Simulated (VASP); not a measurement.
# Te (I4_1/amd) in VASP: further runs

Runs on Te. Level: PBE. Tasks: single point.

All numbers are computed with VASP 6.6.1; they aren't measurements. Logs are shortened: lines on timing, memory, paths and dates and some standing lists are left out, and cuts for length are marked.

### 1 The cell of the first run

It takes space group I4_1/amd (No. 141, tetragonal). Conventional cell: a = 5.721 Å, b = 5.721 Å, c = 2.949 Å, α = 90.00°, β = 90.00°, γ = 90.00°. Within 3.9 Å of Te (site symmetry -4m2) lie 10 Te at 2.95 to 3.62 Å.

### 2 Single point, PBE (24.13 Å³/atom)

File INCAR:

```
SYSTEM = Te
ALGO = Normal
EDIFF = 1E-6
ENCUT = 520
GGA = PE
ISIF = 2
ISMEAR = -1
LASPH = .True.
LCHARG = .True.
LELF = .True.
LREAL = .False.
LVHAR = .True.
LWAVE = .False.
NBANDS = 13
NELM = 100
PREC = Accurate
SIGMA = 0.08
```

File KPOINTS:

```
k-points
0
Gamma
  15 15 15
  0 0 0
```

File POSCAR:

```
Te
1.0
   -2.8606455155      2.8606455155      1.4746472210
    2.8606455155     -2.8606455155      1.4746472210
    2.8606455155      2.8606455155     -1.4746472210
Te
2
Direct
   -0.3750000000     -0.1250000000     -0.2500000000
    0.3750000000      0.1250000000      0.2500000000
```

Potentials or basis: VASP PAW PBE potentials, release 64 (Te).

Command:

```sh
$ cat potpaw_PBE.64/Te/POTCAR > POTCAR
$ mpirun -np 1 vasp_std > vasp.out
```

OUTCAR:

```text
SYSTEM = Te
   EDIFF = 1E-6
   ENCUT = 520
   GGA = PE
   ISIF = 2
   ISMEAR = -1
   LASPH = .True.
   LREAL = .False.
   NELM = 100
   PREC = Accurate

 ion  position               nearest neighbor table
   1  0.625  0.875  0.750-   2 2.95   2 2.95   2 2.95   2 2.95   2 3.62   2 3.62   2 3.62   2 3.62

   2  0.375  0.125  0.250-   1 2.95   1 2.95   1 2.95   1 2.95   1 3.62   1 3.62   1 3.62   1 3.62

  LATTYP: Found a body centered tetragonal cell.
 ALAT       =     5.7212910310
 C/A-ratio  =     0.5154945669

  Lattice vectors:

 A1 = (  -2.8606455155,   2.8606455155,   1.4746472210)
 A2 = (   2.8606455155,  -2.8606455155,   1.4746472210)
 A3 = (   2.8606455155,   2.8606455155,  -1.4746472210)

Analysis of symmetry for initial positions (statically):
=====================================================================
 Subroutine PRICEL returns:
 Original cell was already a primitive cell.

 Routine SETGRP: Setting up the symmetry group for a
 body centered tetragonal supercell.

 Subroutine GETGRP returns: Found 16 space group operations
 (whereof  4 operations were pure point group operations)
 out of a pool of 16 trial point group operations.

The static configuration has the point symmetry C_2h.
 The point group associated with its full space group is D_4h.

Analysis of symmetry for dynamics (positions and initial velocities):
=====================================================================
 Subroutine PRICEL returns:
 Original cell was already a primitive cell.

 Routine SETGRP: Setting up the symmetry group for a
 body centered tetragonal supercell.

 Subroutine GETGRP returns: Found 16 space group operations
 (whereof  4 operations were pure point group operations)
 out of a pool of 16 trial point group operations.

The dynamic configuration has the point symmetry C_2h.
 The point group associated with its full space group is D_4h.

 Subroutine INISYM returns: Found 16 space group operations
 (whereof  4 operations are pure point group operations),
 and found     1 'primitive' translations

----------------------------------------------------------------------------------------

                                     Primitive cell

  volume of cell :      48.2699

  direct lattice vectors                    reciprocal lattice vectors
    -2.860645515  2.860645515  1.474647221     0.000000000  0.174785725  0.339064146
     2.860645515 -2.860645515  1.474647221     0.174785725  0.000000000  0.339064146
     2.860645515  2.860645515 -1.474647221     0.174785725  0.174785725  0.000000000

  length of vectors
     4.305945884  4.305945884  4.305945884     0.381463687  0.381463687  0.247184343

  position of ions in fractional coordinates (direct lattice)
     0.625000000  0.875000000  0.750000000
     0.375000000  0.125000000  0.250000000

  ion indices of the primitive-cell ions
   primitive index   ion index
                 1           1
                 2           2

----------------------------------------------------------------------------------------

 KPOINTS: k-points

Automatic generation of k-mesh.
 Grid dimensions read from file:
 generate k-points for:   15   15   15

 Generating k-lattice:

  Cartesian coordinates                     Fractional coordinates (reciprocal lattice)
     0.000000000  0.011652382  0.022604276     0.066666667 -0.000000000  0.000000000
     0.011652382  0.000000000  0.022604276    -0.000000000  0.066666667  0.000000000
     0.011652382  0.011652382  0.000000000     0.000000000  0.000000000  0.066666667

  Length of vectors
     0.025430912  0.025430912  0.016478956

  Shift w.r.t. Gamma in fractional coordinates (k-lattice)
     0.000000000  0.000000000  0.000000000

 Subroutine IBZKPT returns following result:
 ===========================================

 Found    288 irreducible k-points:

 Following reciprocal coordinates:
            Coordinates               Weight
  0.000000  0.000000  0.000000      1.000000
  0.066667 -0.000000  0.000000      8.000000
  0.133333  0.000000  0.000000      8.000000
  0.200000 -0.000000  0.000000      8.000000
  0.266667  0.000000  0.000000      8.000000
  0.333333 -0.000000  0.000000      8.000000
[... 16 lines left out ...]
  0.133333  0.133333  0.000000      8.000000
  0.200000  0.133333  0.000000     16.000000
 [... further k-points ...]
   k-points           NKPTS =    288   k-points in BZ     NKDIM =    288   number of bands    NBANDS=     13
   number of dos      NEDOS =    301   number of ions     NIONS =      2
   total plane-waves  NPLWV =  32768
   dimension x,y,z NGX =    32 NGY =   32 NGZ =   32
   dimension x,y,z NGXF=    64 NGYF=   64 NGZF=   64
   ions per type =               2
   NGX,Y,Z   is equivalent  to a cutoff of  12.35, 12.35, 12.35 a.u.
   NGXF,Y,Z  is equivalent  to a cutoff of  24.71, 24.71, 24.71 a.u.
 SYSTEM =  Te
   PREC   = accura    normal or accurate (medium, high low for compatibility)
   ISTART =      0    job   : 0-new  1-cont  2-samecut
   ICHARG =      2    charge: 1-file 2-atom 10-const
   ISPIN  =      1    spin polarized calculation?
   LNONCOLLINEAR =      F non collinear calculations
   LSORBIT =      F    spin-orbit coupling
   LASPH  =      T    aspherical Exc in radial PAW
   ENCUT  =  520.0 eV  38.22 Ry    6.18 a.u.   8.01  8.01  8.01*2*pi/ulx,y,z
   NELM   =    100;   NELMIN=  2; NELMDL= -5     # of ELM steps
   EDIFF  = 0.1E-05   stopping-criterion for ELM
   LREAL  =      F    real-space projection
   EDIFFG = 0.1E-04   stopping-criterion for IOM
   NSW    =      0    number of steps for IOM
   IBRION =     -1    ionic relax: 0-MD 1-quasi-New 2-CG
   NFREE  =      0    steps in history (QN), initial steepest desc. (CG)
   ISIF   =      2    stress and relaxation
   ISYM   =      2    0-nonsym 1-usesym 2-fastsym
   POTIM  = 0.5000    time-step for ionic-motion
   TEBEG  =    0.0;   TEEND  =   0.0 temperature during run
   PSTRESS=    0.0 pullay stress
   NELECT =      12.0000    total number of electrons
   NUPDOWN=      -1.0000    fix difference up-down
   EMIN   =  10.00;   EMAX   =-10.00  energy-range for DOS
   EFERMI =   0.00;   METHOD = LEGACY
   ISMEAR =    -1;   SIGMA  =   0.08  broadening in eV -4-tet -1-fermi 0-gaus
   EFERMI_NEDOS =   21; number of points for ismear=-14 and -15
   IALGO  =     38    algorithm
   IMIX   =      4    mixing-type and parameters
     AMIX     =   0.40;   BMIX     =  1.00
     AMIX_MAG =   1.60;   BMIX_MAG =  1.00
  volume/ion in A,a.u.               =      24.13       162.87
  Fermi-wavevector in a.u.,A,eV,Ry     =   1.029382  1.945250 14.417101  1.059627
  Thomas-Fermi vector in A             =   2.163427
   LORBIT       =      0    0 simple, 1 ext, 2 COOP (PROOUT), +10 PAW based schemes
   GGA     = PE    functional components
   LHFCALC =     F    Hartree Fock is set to
   AEXX    =    0.0000 exact exchange contribution
   IVDW    =     0    specifies the selected vdW correction
   LEPSILON=     F    determine dielectric tensor
   LRPA    =     F    only Hartree local field effects (RPA)
 non-spin polarized calculation
  energy-cutoff  :      520.00
  volume of cell :       48.27
 maximum number of plane-waves:      1326
   NGX = 17   NGY = 17   NGZ = 17

 number of electron      12.0000001 magnetization

 Free energy of the ion-electron system (eV)
  ---------------------------------------------------
  ext. energy  EPLUGINS =         0.00000000
  ---------------------------------------------------
  free energy    TOTEN  =        -4.87677970 eV

  energy without entropy =       -4.84565058  energy(sigma->0) =       -4.86121514

 E-fermi :  10.9083     XC(G=0): -10.7272

 val. band max:       10.9036186469   @ k =   0.4667   0.2000   0.0000
 cond. band min:      10.9127565657   @ k =  -0.4000  -0.4000   0.1333
 fundamental gap:      0.0091379188
 Fermi energy:        10.9082736317

 k-point     1 :       0.0000    0.0000    0.0000
  band No.  band energies     occupation
      1      -5.2712      2.00000
      2       0.6679      2.00000
      3       4.9092      2.00000
      4       4.9092      2.00000
      5      11.5224      0.00093
      6      12.5945      0.00000
      7      12.5945      0.00000
      8      14.1727      0.00000
      9      14.3407      0.00000
     10      17.2707      0.00000
     11      18.1282      0.00000
     12      19.6817      0.00000
     13      20.3092      0.00000

 k-point     2 :       0.0667   -0.0000    0.0000
  band No.  band energies     occupation
      1      -5.1769      2.00000
      2       0.6585      2.00000
      3       4.9356      2.00000
      4       5.0976      2.00000
      5      11.6696      0.00015
      6      12.3191      0.00000
      7      12.6327      0.00000
      8      13.4666      0.00000
      9      13.5268      0.00000
     10      17.3561      0.00000
     11      18.4045      0.00000
     12      19.4416      0.00000
     13      19.5474      0.00000

 k-point     3 :       0.1333    0.0000    0.0000
  band No.  band energies     occupation
      1      -4.8950      2.00000
      2       0.6530      2.00000
      3       5.0190      2.00000
      4       5.6296      2.00000
      5      11.3371      0.00935
      6      11.8996      0.00001
      7      12.0924      0.00000
      8      12.2618      0.00000
      9      12.7143      0.00000
     10      17.3984      0.00000
     11      17.9267      0.00000
     12      18.1627      0.00000
     13      19.4750      0.00000
[... 305 lines left out ...]
 k-point    23 :       0.1333    0.1333    0.0000
  band No.  band energies     occupation
      1      -3.9356      2.00000
      2       1.1449      2.00000
      3       5.9953      2.00000
      4       6.2925      2.00000
      5       8.2069      2.00000
      6       8.3356      2.00000
      7      11.9068      0.00001
      8      11.9215      0.00001
      9      13.2554      0.00000
     10      15.6189      0.00000
     11      15.8600      0.00000
     12      19.4776      0.00000
     13      20.4462      0.00000

 k-point    24 :       0.2000    0.1333    0.0000
  band No.  band energies     occupation
      1      -3.2067      2.00000
      2       1.3507      2.00000
      3       5.9285      2.00000
      4       6.6181      2.00000
      5       6.8063      2.00000
      6       7.4947      2.00000
      7      11.4353      0.00275
      8      11.4790      0.00159
      9      14.1413      0.00000
     10      15.1988      0.00000
     11      15.7525      0.00000
     12      20.3363      0.00000
     13      21.2664      0.00000

 [... further k-points ...]

------------------------ aborting loop because EDIFF is reached ----------------------------------------

  FORCE on cell =-STRESS in cart. coord.  units (eV):
  Direction    XX          YY          ZZ          XY          YZ          ZX
  --------------------------------------------------------------------------------------
  -------------------------------------------------------------------------------------
  Total        7.5891294      7.5891294      7.6572158     -0.0000000      0.0000000      0.0000000
  in kB      251.8989300    251.8989300    254.1588597     -0.0000000      0.0000000      0.0000000
  external PRESSURE =     252.6522399 kB  Pullay stress =       0.0000000 kB

 VOLUME and BASIS-vectors are now :
 -----------------------------------------------------------------------------
  energy-cutoff  :      520.00
  volume of cell :       48.27
      direct lattice vectors                 reciprocal lattice vectors
    -2.860645515  2.860645515  1.474647221     0.000000000  0.174785725  0.339064146
     2.860645515 -2.860645515  1.474647221     0.174785725  0.000000000  0.339064146
     2.860645515  2.860645515 -1.474647221     0.174785725  0.174785725  0.000000000

 POSITION                                       TOTAL-FORCE (eV/Angst)
 -----------------------------------------------------------------------------------
      2.86065      1.43032      1.10599        -0.000000     -0.000000      0.000000
      0.00000      1.43032      0.36866         0.000000      0.000000     -0.000000
 -----------------------------------------------------------------------------------
    total drift:                                0.000000     -0.000000      0.000000

  FREE ENERGIE OF THE ION-ELECTRON SYSTEM (eV)
  ---------------------------------------------------
  free  energy   TOTEN  =        -4.8767796996 eV

  energy  without entropy=       -4.8456505836  energy(sigma->0) =       -4.86121514
```

Wall time 52 s (1 thread of Intel Xeon Platinum 8488C (Sapphire Rapids), shared host); peak memory 0.29 GiB.

Results:

- Free energy: -4.8768 eV
- Pressure: 25.3 GPa
- Band gap on the k mesh: zero (bands 6 and 7 overlap by 4.98 eV)

Caveat: the cell stands under pressure; spin-orbit coupling is left out, which moves the levels of the heavy elements.

### 3 Single point, PBE

This run uses another cell than the first one, of 27.35 Å³/atom.

File INCAR:

```
PREC     = Accurate       # precision mode
ENCUT    = 520            # plane-wave cutoff, eV
EDIFF    = 1E-6           # SCF threshold, eV
ISMEAR   = -1             # smearing method
SIGMA    = 0.08           # smearing width, eV
LREAL    = F              # projectors in reciprocal space
LASPH    = T              # aspherical terms in the spheres
NELM     = 60             # most SCF steps
ALGO     = Normal         # electronic algorithm
ISIF     = 2              # what is computed and relaxed
LWAVE    = F              # write WAVECAR
LCHARG   = F              # write CHGCAR
GGA      = PE             # functional
NBANDS   = 13             # bands
```

File KPOINTS:

```
regular mesh
0
Gamma
  15 15 15
```

File POSCAR:

```
Te
1.0
   -2.9966109720      2.9966109720      1.5230464795
    2.9966109720     -2.9966109720      1.5230464795
    2.9966109720      2.9966109720     -1.5230464795
Te
2
Direct
   -0.3750000000     -0.1250000000     -0.2500000000
    0.3750000000      0.1250000000      0.2500000000
```

Potentials or basis: VASP PAW PBE potentials, release 64 (Te).

Command:

```sh
$ cat potpaw_PBE.64/Te/POTCAR > POTCAR
$ mpirun -np 1 vasp_std > vasp.out
```

Wall time 79 s (1 thread of Intel Xeon Platinum 8488C (Sapphire Rapids), shared host); peak memory 0.32 GiB.

It converged, with:

```yaml
Free_energy: -5.5823 eV
Pressure: 11.1 GPa
Band_gap_on_the_k_mesh: zero (bands 6 and 7 overlap by 4.49 eV)
```

Levels at points of the mesh, in eV from the Fermi level:
```tsv
k point	band 2	band 3	band 4	band 5	band 6	band 7	band 8	band 9	band 10	band 11
(0.00, 0.00, 0.00)	-10.32	-5.27	-5.27	1.28	1.30	1.30	2.92	3.03	6.24	6.84
```

Caveat: the cell stands under pressure; spin-orbit coupling is left out, which moves the levels of the heavy elements.

### 4 Single point, PBE (27.35 Å³/atom)

This run uses another cell than the first one, of 27.35 Å³/atom.

File INCAR:

```
SYSTEM = Te
PREC = Accurate ; ENCUT = 520
EDIFF = 1E-6 ; ISMEAR = -1
SIGMA = 0.08 ; LREAL = .FALSE.
LASPH = .TRUE. ; NELM = 60
ALGO = Normal ; ISIF = 2
LWAVE = .FALSE. ; LCHARG = .TRUE.
GGA = PE ; LELF = .TRUE.
LVHAR = .TRUE. ; NBANDS = 13
```

File KPOINTS:

```
Automatic mesh
0
G
  15 15 15
  0 0 0
```

POSCAR is that of step 3.

Potentials or basis: VASP PAW PBE potentials, release 64 (Te).

Command:

```sh
$ cat potpaw_PBE.64/Te/POTCAR > POTCAR
$ mpirun -np 1 vasp_std > vasp.out
```

OUTCAR:

```text
SYSTEM = Te
   PREC = Accurate
   ENCUT = 520
   EDIFF = 1E-6
   ISMEAR = -1
   LREAL = .FALSE.
   LASPH = .TRUE.
   NELM = 60
   ISIF = 2
   GGA = PE

 ion  position               nearest neighbor table
   1  0.625  0.875  0.750-   2 3.09   2 3.09   2 3.09   2 3.09
   2  0.375  0.125  0.250-   1 3.09   1 3.09   1 3.09   1 3.09

  LATTYP: Found a body centered tetragonal cell.
 ALAT       =     5.9932219440
 C/A-ratio  =     0.5082563248

  Lattice vectors:

 A1 = (  -2.9966109720,   2.9966109720,   1.5230464795)
 A2 = (   2.9966109720,  -2.9966109720,   1.5230464795)
 A3 = (   2.9966109720,   2.9966109720,  -1.5230464795)

Analysis of symmetry for initial positions (statically):
=====================================================================
 Subroutine PRICEL returns:
 Original cell was already a primitive cell.

 Routine SETGRP: Setting up the symmetry group for a
 body centered tetragonal supercell.

 Subroutine GETGRP returns: Found 16 space group operations
 (whereof  4 operations were pure point group operations)
[... 177 lines left out ...]
      3       3.7027      2.00000
      4       3.7027      2.00000
      5      10.2514      0.00000
      6      10.2744      0.00000
      7      10.2744      0.00000
      8      11.8890      0.00000
      9      11.9990      0.00000
     10      15.2163      0.00000
     11      15.8100      0.00000
     12      17.4813      0.00000
     13      17.7744      0.00000
[... 354 lines left out ...]
  band No.  band energies     occupation
      1      -4.2018      2.00000
      2      -0.6114      2.00000
      3       4.5741      2.00000
      4       5.1013      2.00000
      5       5.3416      2.00000
      6       5.8958      2.00000
      7       9.4889      0.00314
      8       9.6390      0.00048
      9      12.5543      0.00000
     10      13.4837      0.00000
     11      13.8682      0.00000
     12      17.9581      0.00000
     13      18.6708      0.00000

 [... further k-points ...]

------------------------ aborting loop because EDIFF is reached ----------------------------------------

  FORCE on cell =-STRESS in cart. coord.  units (eV):
  Direction    XX          YY          ZZ          XY          YZ          ZX
  --------------------------------------------------------------------------------------
  -------------------------------------------------------------------------------------
  Total        3.8063315      3.8063315      3.8005581     -0.0000000      0.0000000      0.0000000
  in kB      111.4764982    111.4764982    111.3074109     -0.0000000      0.0000000      0.0000000
  external PRESSURE =     111.4201358 kB  Pullay stress =       0.0000000 kB

 VOLUME and BASIS-vectors are now :
 -----------------------------------------------------------------------------
  energy-cutoff  :      520.00
  volume of cell :       54.71
      direct lattice vectors                 reciprocal lattice vectors
    -2.996610972  2.996610972  1.523046480     0.000000000  0.166855159  0.328289390
     2.996610972 -2.996610972  1.523046480     0.166855159  0.000000000  0.328289390
     2.996610972  2.996610972 -1.523046480     0.166855159  0.166855159  0.000000000

 POSITION                                       TOTAL-FORCE (eV/Angst)
 -----------------------------------------------------------------------------------
      2.99661      1.49831      1.14228        -0.000000      0.000000      0.000000
     -0.00000      1.49831      0.38076         0.000000     -0.000000     -0.000000
 -----------------------------------------------------------------------------------
    total drift:                               -0.000000     -0.000000      0.000000

  FREE ENERGIE OF THE ION-ELECTRON SYSTEM (eV)
  ---------------------------------------------------
  free  energy   TOTEN  =        -5.5822733675 eV

  energy  without entropy=       -5.5522044551  energy(sigma->0) =       -5.56723891
```

OSZICAR:

```text
N       E                     dE             d eps       ncg     rms          rms(c)
DAV:   1     0.422231708198E+02    0.42223E+02   -0.45805E+03  7488   0.754E+02
DAV:   2    -0.322188175157E+01   -0.45445E+02   -0.43045E+02 10455   0.114E+02
DAV:   3    -0.555170257866E+01   -0.23298E+01   -0.23065E+01  9358   0.278E+01
DAV:   4    -0.557977357775E+01   -0.28071E-01   -0.28066E-01  8873   0.377E+00
DAV:   5    -0.558032181813E+01   -0.54824E-03   -0.54824E-03  9473   0.541E-01    0.138E+01
DAV:   6    -0.558121947705E+01   -0.89766E-03   -0.14846E-03  8888   0.262E-01    0.843E+00
DAV:   7    -0.558223273892E+01   -0.10133E-02   -0.30529E-03  8598   0.377E-01    0.927E-02
DAV:   8    -0.558225872247E+01   -0.25984E-04   -0.77564E-05  9443   0.555E-02    0.395E-02
DAV:   9    -0.558227323524E+01   -0.14513E-04   -0.17936E-05  8958   0.290E-02    0.102E-02
DAV:  10    -0.558227336746E+01   -0.13222E-06   -0.77051E-07  6671   0.606E-03
   1 F= -.55822734E+01 E0= -.55672389E+01  d E =-.300689E-01
```

stdout:

```text
POSCAR found type information on POSCAR Te
 POSCAR found :  1 types and       2 ions
 scaLAPACK will be used
 LDA part: xc-table for (Slater+PW92), standard interpolation
 POSCAR, INCAR and KPOINTS ok, starting setup
 FFT: planning ... GRIDC
 FFT: planning ... GRID_SOFT
 FFT: planning ... GRID
 WAVECAR not read
 entering main loop
```

Wall time 82 s (1 thread of Intel Xeon Platinum 8488C (Sapphire Rapids), shared host); peak memory 0.32 GiB.

What came out:

- Free energy: -5.5823 eV
- Pressure: 11.1 GPa
- Band gap on the k mesh: zero (bands 6 and 7 overlap by 4.49 eV)

Caveat: the cell stands under pressure; spin-orbit coupling is left out, which moves the levels of the heavy elements.
